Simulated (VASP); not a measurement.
Input of a VASP 6.6.1 run:

INCAR

```
SYSTEM = Cu
  ALGO = Normal
  EDIFF = 1E-6
  ENCUT = 520
  GGA = PS
  ISIF = 2
  ISMEAR = -1
  LASPH = .True.
  LCHARG = .False.
  LREAL = .False.
  LWAVE = .False.
  NBANDS = 12
  NELM = 100
  PREC = Accurate
  SIGMA = 0.08
```

The input KPOINTS:

```
k-points
0
Gamma
  19 19 19
  0 0 0
```

The input POSCAR:

```
Cu
1.0
    0.0000000000      1.8075000000      1.8436500000
    1.8075000000      0.0000000000      1.8436500000
    1.8075000000      1.8075000000      0.0000000000
Cu
1
Direct
    0.0000000000      0.0000000000      0.0000000000
```

Potentials or basis: VASP PAW PBE potentials, release 64 (Cu).

The run is started by

```console
$ cat potpaw_PBE.64/Cu/POTCAR > POTCAR
$ mpirun -np 1 vasp_std > vasp.out
```

Predict the pressure.

-8.4 GPa.

Stress tensor (GPa, compression positive):
```
-8.05  0.00  0.00
 0.00 -8.05  0.00
 0.00  0.00 -8.99
```

Caveat: the cell differs from its parent crystal (zz strain of +2 %); the PAW data sets were made with another functional, which shifts forces and pressure a little.
